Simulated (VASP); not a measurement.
# Y (Fm-3m) in VASP: notebook

Y is run at these levels: r2SCAN; tasks: single point.

Program: VASP 6.6.1. These are calculated values, not measurements. Logs are shortened: lines on timing, memory, paths and dates and some standing lists are left out, and cuts for length are marked.

## (1) The cell of the first run

It takes space group Fm-3m (No. 225, cubic). The conventional cell has a = 5.049 Å, b = 5.049 Å, c = 5.049 Å, α = 90.00°, β = 90.00°, γ = 90.00°. Within 4.7 Å of Y (site symmetry m-3m) lie 12 Y at 3.57 Å.

This isn't the form of Y at room conditions, which is hcp.

## (2) Single point, r2SCAN (32.18 Å³/atom)

POSCAR reads:

```
Y
1.0
    0.0000000000      2.5246882262      2.5246882262
    2.5246882262      0.0000000000      2.5246882262
    2.5246882262      2.5246882262      0.0000000000
Y
1
Direct
    0.0000000000      0.0000000000      0.0000000000
```

INCAR.step1 reads:

```
PREC     = Accurate       # precision mode
ENCUT    = 520            # plane-wave cutoff, eV
ISMEAR   = 0              # smearing method
SIGMA    = 0.1            # smearing width, eV
LREAL    = F              # projectors in reciprocal space
LASPH    = T              # aspherical terms in the spheres
NELM     = 100            # most SCF steps
NBANDS   = 12             # bands
GGA      = PE             # functional
ALGO     = Normal         # electronic algorithm
EDIFF    = 1E-4           # SCF threshold, eV
LWAVE    = T              # write WAVECAR
LCHARG   = F              # write CHGCAR
```

INCAR.step2 reads:

```
PREC     = Accurate       # precision mode
ENCUT    = 520            # plane-wave cutoff, eV
EDIFF    = 1E-7           # SCF threshold, eV
ISMEAR   = 0              # smearing method
SIGMA    = 0.1            # smearing width, eV
LREAL    = F              # projectors in reciprocal space
LASPH    = T              # aspherical terms in the spheres
NELM     = 100            # most SCF steps
ALGO     = Normal         # electronic algorithm
ISIF     = 2              # what is computed and relaxed
LWAVE    = F              # write WAVECAR
LCHARG   = F              # write CHGCAR
METAGGA  = R2SCAN         # meta-GGA
LMIXTAU  = T            
NBANDS   = 12             # bands
ISTART   = 1
```

KPOINTS reads:

```
regular mesh
0
Gamma
  14 14 14
```

Potentials or basis: VASP PAW PBE potentials, release 64 (Y_sv).

Started as:

```console
$ cat potpaw_PBE.64/Y_sv/POTCAR > POTCAR
$ cp INCAR.step1 INCAR
$ mpirun -np 1 vasp_std > vasp.out
$ cp INCAR.step2 INCAR
$ mpirun -np 1 vasp_std > vasp.out
```

OUTCAR:

```text
PREC = Accurate
   ENCUT = 520
   EDIFF = 1E-7
   ISMEAR = 0
   LREAL = F
   LASPH = T
   NELM = 100
   ISIF = 2
   METAGGA = R2SCAN
   ISTART = 1

 ion  position               nearest neighbor table
   1  0.000  0.000  0.000-

  LATTYP: Found a face centered cubic cell.
 ALAT       =     5.0493764524

  Lattice vectors:

 A1 = (   0.0000000000,   2.5246882262,   2.5246882262)
 A2 = (   2.5246882262,   0.0000000000,   2.5246882262)
 A3 = (   2.5246882262,   2.5246882262,   0.0000000000)

Analysis of symmetry for initial positions (statically):
=====================================================================
 Subroutine PRICEL returns:
 Original cell was already a primitive cell.

 Routine SETGRP: Setting up the symmetry group for a
 face centered cubic supercell.

 Subroutine GETGRP returns: Found 48 space group operations
 (whereof 48 operations were pure point group operations)
 out of a pool of 48 trial point group operations.

The static configuration has the point symmetry O_h .

Analysis of symmetry for dynamics (positions and initial velocities):
=====================================================================
 Subroutine PRICEL returns:
 Original cell was already a primitive cell.

 Routine SETGRP: Setting up the symmetry group for a
 face centered cubic supercell.

 Subroutine GETGRP returns: Found 48 space group operations
 (whereof 48 operations were pure point group operations)
 out of a pool of 48 trial point group operations.

The dynamic configuration has the point symmetry O_h .

 Subroutine INISYM returns: Found 48 space group operations
 (whereof 48 operations are pure point group operations),
 and found     1 'primitive' translations

----------------------------------------------------------------------------------------

                                     Primitive cell

  volume of cell :      32.1850

  direct lattice vectors                    reciprocal lattice vectors
     0.000000000  2.524688226  2.524688226    -0.198044255  0.198044255  0.198044255
     2.524688226  0.000000000  2.524688226     0.198044255 -0.198044255  0.198044255
     2.524688226  2.524688226  0.000000000     0.198044255  0.198044255 -0.198044255

  length of vectors
     3.570448330  3.570448330  3.570448330     0.343022713  0.343022713  0.343022713

  position of ions in fractional coordinates (direct lattice)
[... 83 lines left out ...]
   ISIF   =      2    stress and relaxation
   ISYM   =      2    0-nonsym 1-usesym 2-fastsym
   POTIM  = 0.5000    time-step for ionic-motion
   TEBEG  =    0.0;   TEEND  =   0.0 temperature during run
   PSTRESS=    0.0 pullay stress
   NELECT =      11.0000    total number of electrons
   NUPDOWN=      -1.0000    fix difference up-down
   EMIN   =  10.00;   EMAX   =-10.00  energy-range for DOS
   EFERMI =   0.00;   METHOD = LEGACY
   ISMEAR =     0;   SIGMA  =   0.10  broadening in eV -4-tet -1-fermi 0-gaus
   EFERMI_NEDOS =   21; number of points for ismear=-14 and -15
   IALGO  =     38    algorithm
   IMIX   =      4    mixing-type and parameters
     AMIX     =   0.40;   BMIX     =  1.00
     AMIX_MAG =   1.60;   BMIX_MAG =  1.00
  volume/ion in A,a.u.               =      32.18       217.19
  Fermi-wavevector in a.u.,A,eV,Ry     =   1.144602  2.162985 17.825191  1.310115
  Thomas-Fermi vector in A             =   2.281294
   LORBIT       =      0    0 simple, 1 ext, 2 COOP (PROOUT), +10 PAW based schemes
   METAGGA = R2SCAN    functional components
   LHFCALC =     F    Hartree Fock is set to
   AEXX    =    0.0000 exact exchange contribution
   IVDW    =     0    specifies the selected vdW correction
   LEPSILON=     F    determine dielectric tensor
   LRPA    =     F    only Hartree local field effects (RPA)
 non-spin polarized calculation
 Gauss-broadening in eV      SIGMA  =   0.10
  energy-cutoff  :      520.00
  volume of cell :       32.18
 maximum number of plane-waves:       893
   NGX = 13   NGY = 13   NGZ = 13

 number of electron      11.0000000 magnetization

 Free energy of the ion-electron system (eV)
  ---------------------------------------------------
  ext. energy  EPLUGINS =         0.00000000
  ---------------------------------------------------
  free energy    TOTEN  =       -20.22272076 eV

  energy without entropy =      -20.21514682  energy(sigma->0) =      -20.21893379

 E-fermi :   3.2043     XC(G=0): -10.1638

 val. band max:        3.1997440526   @ k =  -0.3571   0.2143   0.0000
 cond. band min:       3.2229463958   @ k =   0.3571   0.2857   0.0714
 fundamental gap:      0.0232023432
 Fermi energy:         3.2043006260

 k-point     1 :       0.0000    0.0000    0.0000
  band No.  band energies     occupation
      1     -40.9539      2.00000
      2     -19.9785      2.00000
      3     -19.9785      2.00000
      4     -19.9785      2.00000
      5      -1.8211      2.00000
      6       5.2574      0.00000
      7       5.2574      0.00000
      8       5.2574      0.00000
      9       7.4250      0.00000
     10       7.4250      0.00000
     11      12.5400      0.00000
     12      16.1170      0.00000
[... 331 lines left out ...]
 k-point    24 :       0.2857    0.1429    0.0000
  band No.  band energies     occupation
      1     -40.9096      2.00000
      2     -20.2924      2.00000
      3     -20.0606      2.00000
      4     -20.0546      2.00000
      5      -0.0988      2.00000
      6       3.7485      0.00000
      7       5.2284      0.00000
      8       5.9123      0.00000
      9       6.7407      0.00000
     10       8.0316      0.00000
     11      13.8504      0.00000
     12      15.6764      0.00000

 [... further k-points ...]

------------------------ aborting loop because EDIFF is reached ----------------------------------------

  FORCE on cell =-STRESS in cart. coord.  units (eV):
  Direction    XX          YY          ZZ          XY          YZ          ZX
  --------------------------------------------------------------------------------------
  -------------------------------------------------------------------------------------
  Total        0.2584754      0.2584754      0.2584754      0.0000000      0.0000000      0.0000000
  in kB       12.8669772     12.8669772     12.8669772      0.0000000      0.0000000      0.0000000
  external PRESSURE =      12.8669772 kB  Pullay stress =       0.0000000 kB

 VOLUME and BASIS-vectors are now :
 -----------------------------------------------------------------------------
  energy-cutoff  :      520.00
  volume of cell :       32.18
      direct lattice vectors                 reciprocal lattice vectors
     0.000000000  2.524688226  2.524688226    -0.198044255  0.198044255  0.198044255
     2.524688226  0.000000000  2.524688226     0.198044255 -0.198044255  0.198044255
     2.524688226  2.524688226  0.000000000     0.198044255  0.198044255 -0.198044255

 POSITION                                       TOTAL-FORCE (eV/Angst)
 -----------------------------------------------------------------------------------
      0.00000      0.00000      0.00000        -0.000000     -0.000000     -0.000000
 -----------------------------------------------------------------------------------
    total drift:                               -0.000000     -0.000000     -0.000000

  FREE ENERGIE OF THE ION-ELECTRON SYSTEM (eV)
  ---------------------------------------------------
  free  energy   TOTEN  =       -20.2227207611 eV

  energy  without entropy=      -20.2151468210  energy(sigma->0) =      -20.21893379
```

OUTCAR.step1:

```text
PREC = Accurate
   ENCUT = 520
   ISMEAR = 0
   LREAL = F
   LASPH = T
[... 575 lines left out ...]

 POSITION                                       TOTAL-FORCE (eV/Angst)
 -----------------------------------------------------------------------------------
      0.00000      0.00000      0.00000         0.000000      0.000000      0.000000
 -----------------------------------------------------------------------------------
    total drift:                               -0.000000     -0.000000     -0.000000

  FREE ENERGIE OF THE ION-ELECTRON SYSTEM (eV)
  ---------------------------------------------------
  free  energy   TOTEN  =        -6.4109767832 eV

  energy  without entropy=       -6.4024126226  energy(sigma->0) =       -6.40669470
```

OSZICAR.step1:

```text
N       E                     dE             d eps       ncg     rms          rms(c)
DAV:   1     0.242314928093E+02    0.24231E+02   -0.55081E+03  2496   0.825E+02
DAV:   2    -0.528492311766E+01   -0.29516E+02   -0.28656E+02  3056   0.163E+02
DAV:   3    -0.655429653987E+01   -0.12694E+01   -0.12416E+01  3552   0.216E+01
DAV:   4    -0.659215478931E+01   -0.37858E-01   -0.37828E-01  2784   0.367E+00
DAV:   5    -0.659302359365E+01   -0.86880E-03   -0.86876E-03  3236   0.443E-01    0.223E+01
DAV:   6    -0.643909087988E+01    0.15393E+00   -0.19119E-01  2680   0.292E+00    0.137E+01
DAV:   7    -0.641488303233E+01    0.24208E-01   -0.28169E-01  2960   0.355E+00    0.116E+00
DAV:   8    -0.641111666721E+01    0.37664E-02   -0.36740E-02  2904   0.146E+00    0.176E-01
DAV:   9    -0.641101357760E+01    0.10309E-03   -0.72179E-04  3040   0.223E-01    0.925E-02
DAV:  10    -0.641097678322E+01    0.36794E-04   -0.16435E-04  2720   0.108E-01
   1 F= -.64109768E+01 E0= -.64066947E+01  d E =-.856416E-02
```

Wall time 6.3 min (1 thread of Intel Xeon 8259CL, shared host); peak memory 0.21 GiB.

What came out:

| Quantity | Value |
| --- | --- |
| Free energy | -20.2227 eV |
| Pressure | 1.3 GPa |
| Band gap on the k mesh | zero (an odd number of electrons rules out a gap without spin polarisation) |

Levels at points of the mesh, in eV from the Fermi level:
```csv
k point,band 3,band 4,band 5,band 6,band 7,band 8
"(0.00, 0.00, 0.00)",-23.18,-23.18,-5.03,2.05,2.05,2.05
"(0.50, 0.00, 0.00)",-23.26,-23.26,-2.03,0.47,1.86,1.86
"(0.50, 0.50, 0.00)",-23.40,-23.40,-1.84,-0.87,2.07,5.74
```

Caveat: the PAW data sets were made with another functional, which shifts forces and pressure a little.

## (3) Single point, r2SCAN (34.18 Å³/atom)

This run uses another cell than the first one, of 34.18 Å³/atom.

POSCAR reads:

```
Y
1.0
    0.0000000000      2.5757057741      2.5757057741
    2.5757057741      0.0000000000      2.5757057741
    2.5757057741      2.5757057741      0.0000000000
Y
1
Direct
    0.0000000000      0.0000000000      0.0000000000
```

INCAR.step1 reads:

```
SYSTEM = Y
ALGO = Normal
EDIFF = 1E-4
ENCUT = 520
GGA = PE
ISMEAR = 0
LASPH = .True.
LCHARG = .False.
LREAL = .False.
LWAVE = .True.
NBANDS = 12
NELM = 100
PREC = Accurate
SIGMA = 0.1
```

INCAR.step2 reads:

```
SYSTEM = Y
ALGO = Normal
EDIFF = 1E-6
ENCUT = 520
ISIF = 2
ISMEAR = 0
ISTART = 1
LASPH = .True.
LCHARG = .True.
LELF = .True.
LMIXTAU = .True.
LREAL = .False.
LVHAR = .True.
LWAVE = .False.
METAGGA = R2SCAN
NBANDS = 12
NELM = 100
PREC = Accurate
SIGMA = 0.1
```

KPOINTS reads:

```
k-points
0
Gamma
  14 14 14
  0 0 0
```

Potentials or basis: VASP PAW PBE potentials, release 64 (Y_sv).

Started as:

```console
$ cat potpaw_PBE.64/Y_sv/POTCAR > POTCAR
$ cp INCAR.step1 INCAR
$ mpirun -np 1 vasp_std > vasp.out
$ cp INCAR.step2 INCAR
$ mpirun -np 1 vasp_std > vasp.out
```

OUTCAR:

```text
SYSTEM = Y
   EDIFF = 1E-6
   ENCUT = 520
   ISIF = 2
   ISMEAR = 0
   ISTART = 1
   LASPH = .True.
   LREAL = .False.
   METAGGA = R2SCAN
   NELM = 100
   PREC = Accurate

 ion  position               nearest neighbor table
   1  0.000  0.000  0.000-

  LATTYP: Found a face centered cubic cell.
 ALAT       =     5.1514115482

  Lattice vectors:

 A1 = (   0.0000000000,   2.5757057741,   2.5757057741)
 A2 = (   2.5757057741,   0.0000000000,   2.5757057741)
 A3 = (   2.5757057741,   2.5757057741,   0.0000000000)

Analysis of symmetry for initial positions (statically):
=====================================================================
 Subroutine PRICEL returns:
 Original cell was already a primitive cell.

 Routine SETGRP: Setting up the symmetry group for a
 face centered cubic supercell.

 Subroutine GETGRP returns: Found 48 space group operations
 (whereof 48 operations were pure point group operations)
 out of a pool of 48 trial point group operations.

The static configuration has the point symmetry O_h .

Analysis of symmetry for dynamics (positions and initial velocities):
=====================================================================
 Subroutine PRICEL returns:
 Original cell was already a primitive cell.

 Routine SETGRP: Setting up the symmetry group for a
 face centered cubic supercell.

 Subroutine GETGRP returns: Found 48 space group operations
 (whereof 48 operations were pure point group operations)
 out of a pool of 48 trial point group operations.

The dynamic configuration has the point symmetry O_h .

 Subroutine INISYM returns: Found 48 space group operations
 (whereof 48 operations are pure point group operations),
 and found     1 'primitive' translations

----------------------------------------------------------------------------------------

                                     Primitive cell
[... 114 lines left out ...]
   METAGGA = R2SCAN    functional components
   LHFCALC =     F    Hartree Fock is set to
   AEXX    =    0.0000 exact exchange contribution
   IVDW    =     0    specifies the selected vdW correction
   LEPSILON=     F    determine dielectric tensor
   LRPA    =     F    only Hartree local field effects (RPA)
 non-spin polarized calculation
 Gauss-broadening in eV      SIGMA  =   0.10
  energy-cutoff  :      520.00
  volume of cell :       34.18
 maximum number of plane-waves:       941
   NGX = 13   NGY = 13   NGZ = 13

 number of electron      11.0000000 magnetization

 Free energy of the ion-electron system (eV)
  ---------------------------------------------------
  ext. energy  EPLUGINS =         0.00000000
  ---------------------------------------------------
  free energy    TOTEN  =       -20.22417166 eV

  energy without entropy =      -20.21612977  energy(sigma->0) =      -20.22015072

 E-fermi :   2.9050     XC(G=0):  -9.9149

 val. band max:        2.8927167642   @ k =  -0.2857   0.5000   0.2143
 cond. band min:       2.9058352449   @ k =   0.5000   0.1429   0.0000
 fundamental gap:      0.0131184807
 Fermi energy:         2.9049838806

 k-point     1 :       0.0000    0.0000    0.0000
  band No.  band energies     occupation
      1     -41.4101      2.00000
      2     -20.4733      2.00000
      3     -20.4733      2.00000
      4     -20.4733      2.00000
      5      -2.0283      2.00000
      6       4.8939      0.00000
      7       4.8939      0.00000
      8       4.8939      0.00000
      9       6.9126      0.00000
     10       6.9126      0.00000
     11      12.0905      0.00000
     12      15.4664      0.00000
[... 331 lines left out ...]
 k-point    24 :       0.2857    0.1429    0.0000
  band No.  band energies     occupation
      1     -41.3760      2.00000
      2     -20.7291      2.00000
      3     -20.5410      2.00000
      4     -20.5360      2.00000
      5      -0.3924      2.00000
      6       3.4738      0.00000
      7       4.8780      0.00000
      8       5.5027      0.00000
      9       6.2761      0.00000
     10       7.4789      0.00000
     11      13.1698      0.00000
     12      14.8821      0.00000

 [... further k-points ...]

------------------------ aborting loop because EDIFF is reached ----------------------------------------

  FORCE on cell =-STRESS in cart. coord.  units (eV):
  Direction    XX          YY          ZZ          XY          YZ          ZX
  --------------------------------------------------------------------------------------
  -------------------------------------------------------------------------------------
  Total       -0.2004376     -0.2004376     -0.2004376     -0.0000000      0.0000000     -0.0000000
  in kB       -9.3966076     -9.3966076     -9.3966076     -0.0000000      0.0000000     -0.0000000
  external PRESSURE =      -9.3966076 kB  Pullay stress =       0.0000000 kB

 VOLUME and BASIS-vectors are now :
 -----------------------------------------------------------------------------
  energy-cutoff  :      520.00
  volume of cell :       34.18
      direct lattice vectors                 reciprocal lattice vectors
     0.000000000  2.575705774  2.575705774    -0.194121551  0.194121551  0.194121551
     2.575705774  0.000000000  2.575705774     0.194121551 -0.194121551  0.194121551
     2.575705774  2.575705774  0.000000000     0.194121551  0.194121551 -0.194121551

 POSITION                                       TOTAL-FORCE (eV/Angst)
 -----------------------------------------------------------------------------------
      0.00000      0.00000      0.00000         0.000000      0.000000      0.000000
 -----------------------------------------------------------------------------------
    total drift:                               -0.000000     -0.000000     -0.000000

  FREE ENERGIE OF THE ION-ELECTRON SYSTEM (eV)
  ---------------------------------------------------
  free  energy   TOTEN  =       -20.2241716642 eV

  energy  without entropy=      -20.2161297664  energy(sigma->0) =      -20.22015072
```

OUTCAR.step1:

```text
SYSTEM = Y
   EDIFF = 1E-4
   ENCUT = 520
   GGA = PE
   ISMEAR = 0
   LASPH = .True.
[... 576 lines left out ...]
 POSITION                                       TOTAL-FORCE (eV/Angst)
 -----------------------------------------------------------------------------------
      0.00000      0.00000      0.00000         0.000000      0.000000      0.000000
 -----------------------------------------------------------------------------------
    total drift:                               -0.000000     -0.000000     -0.000000

  FREE ENERGIE OF THE ION-ELECTRON SYSTEM (eV)
  ---------------------------------------------------
  free  energy   TOTEN  =        -6.3996528732 eV

  energy  without entropy=       -6.3907879711  energy(sigma->0) =       -6.39522042
```

OSZICAR.step1:

```text
N       E                     dE             d eps       ncg     rms          rms(c)
DAV:   1     0.242264841162E+02    0.24226E+02   -0.55743E+03  2512   0.830E+02
DAV:   2    -0.525931431380E+01   -0.29486E+02   -0.28724E+02  3048   0.163E+02
DAV:   3    -0.656710371810E+01   -0.13078E+01   -0.12867E+01  3496   0.218E+01
DAV:   4    -0.660690963481E+01   -0.39806E-01   -0.39792E-01  2904   0.362E+00
DAV:   5    -0.660754164759E+01   -0.63201E-03   -0.63199E-03  3268   0.382E-01    0.217E+01
DAV:   6    -0.643558661294E+01    0.17196E+00   -0.20195E-01  2652   0.297E+00    0.133E+01
DAV:   7    -0.640348762316E+01    0.32099E-01   -0.29268E-01  2936   0.357E+00    0.113E+00
DAV:   8    -0.639983740979E+01    0.36502E-02   -0.38340E-02  2944   0.147E+00    0.194E-01
DAV:   9    -0.639971907608E+01    0.11833E-03   -0.70637E-04  3064   0.221E-01    0.114E-01
DAV:  10    -0.639965287323E+01    0.66203E-04   -0.27576E-04  2784   0.135E-01
   1 F= -.63996529E+01 E0= -.63952204E+01  d E =-.886490E-02
```

Run time: 5.4 min. Hardware: 1 thread of Intel Xeon 8259CL, shared host; peak memory 0.21 GiB.

Results:

```yaml
Free_energy: -20.2242 eV
Pressure: -0.9 GPa
Band_gap_on_the_k_mesh: zero (an odd number of electrons rules out a gap without spin polarisation)
```

Levels at points of the mesh, in eV from the Fermi level:
```
           k point  band 1  band 2  band 3  band 4  band 5  band 6  band 7  band 8  band 9  band 10
(0.00, 0.00, 0.00)  -44.32  -23.38  -23.38  -23.38   -4.93    1.99    1.99    1.99    4.01     4.01
(0.50, 0.00, 0.00)  -44.26  -23.89  -23.44  -23.44   -1.95    0.30    1.82    1.82    5.38     5.38
(0.50, 0.50, 0.00)  -44.24  -23.85  -23.56  -23.56   -1.69   -0.75    1.81    5.41    5.76     5.76
```

Caveat: the PAW data sets were made with another functional, which shifts forces and pressure a little.
